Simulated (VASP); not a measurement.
Crystal: CaSe.

```
CELL_PARAMETERS angstrom
3.82961 0.00000 0.00000
0.00000 3.82961 0.00000
0.00000 0.00000 3.82961
ATOMIC_POSITIONS crystal
Ca 0.00000 0.00000 0.00000
Se 0.50000 0.50000 0.50000
```

This cell differs from its parent crystal: strain +5.4%.

Base run:

* Program: VASP 6.6.1
* Functional: r2SCAN
* Potentials or basis: VASP PAW PBE potentials, release 64 (Ca_sv, Se)
* Cutoff: 520 eV
* k mesh: 8 × 8 × 8
* Occupations: gaussian, width 0.01 eV
* Spin: no spin polarisation

Its results: band gap on the k mesh 1.43 eV, direct; pressure -6.2 GPa.

Q: The run is repeated on the same cell with these changes: functional from r2SCAN to PBE; occupations from gaussian, width 0.01 eV to fermi-dirac, width 0.02 eV. What comes out?

A: Band gap on the k mesh 0.95 eV, direct; pressure -5.3 GPa.

Caveats: the PAW data sets were made with another functional, which shifts forces and pressure a little (some runs).

A k mesh can miss the band edges.
